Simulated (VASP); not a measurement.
## Yb3TlC: single point with PBE

Yb3TlC:

```
CELL_PARAMETERS angstrom
4.96539 0.00000 0.00000
0.00000 4.96539 0.00000
0.00000 0.00000 4.96539
ATOMIC_POSITIONS crystal
Tl 0.00000 0.00000 0.00000
C 0.50000 0.50000 0.50000
Yb 0.50000 0.50000 0.00000
Yb 0.00000 0.50000 0.50000
Yb 0.50000 0.00000 0.50000
```

- Program: VASP 6.6.1
- Task: single point
- Functional: PBE
- Potentials or basis: VASP PAW PBE potentials, release 64 (Tl_d, C, Yb)
- Cutoff: 520 eV
- k mesh: 4 × 4 × 4
- Occupations: fermi-dirac, width 0.1 eV
- Spin: no spin polarisation
- Dipole correction: no
- Further INCAR settings: ALGO = Normal; EDIFF = 1e-06; NBANDS = 52

```yaml
Pressure: -0.5 GPa
```

Levels at points of the mesh, in eV from the Fermi level:
| k point | band 42 | band 43 | band 44 | band 45 | band 46 | band 47 | band 48 | band 49 |
| --- | --- | --- | --- | --- | --- | --- | --- | --- |
| (0.00, 0.00, 0.00) | 0.09 | 0.09 | 0.21 | 0.21 | 1.12 | 1.12 | 1.12 | 2.22 |
| (0.50, 0.00, 0.00) | -0.29 | -0.03 | -0.03 | 0.11 | 0.11 | 1.53 | 1.70 | 2.90 |
| (0.50, 0.50, 0.00) | -0.45 | -0.41 | -0.25 | -0.25 | 0.02 | 2.08 | 2.72 | 2.72 |
| (0.50, 0.50, 0.50) | -0.45 | -0.42 | -0.22 | -0.22 | -0.22 | 2.15 | 2.15 | 2.15 |

It took 4.4 min on 1 thread of Intel(R) Xeon(R) Platinum 8259CL CPU @ 2.50GHz (Skylake/Cascade Lake), with other jobs on the host, peak memory 0.28 GiB.

Caveat: spin-orbit coupling is left out, which moves the levels of the heavy elements; without U or exact exchange the open f shell lies at the Fermi level, which spoils levels, moments and volumes. Spin polarisation is off, so any magnetic state and its effect on volume and gap are missing.
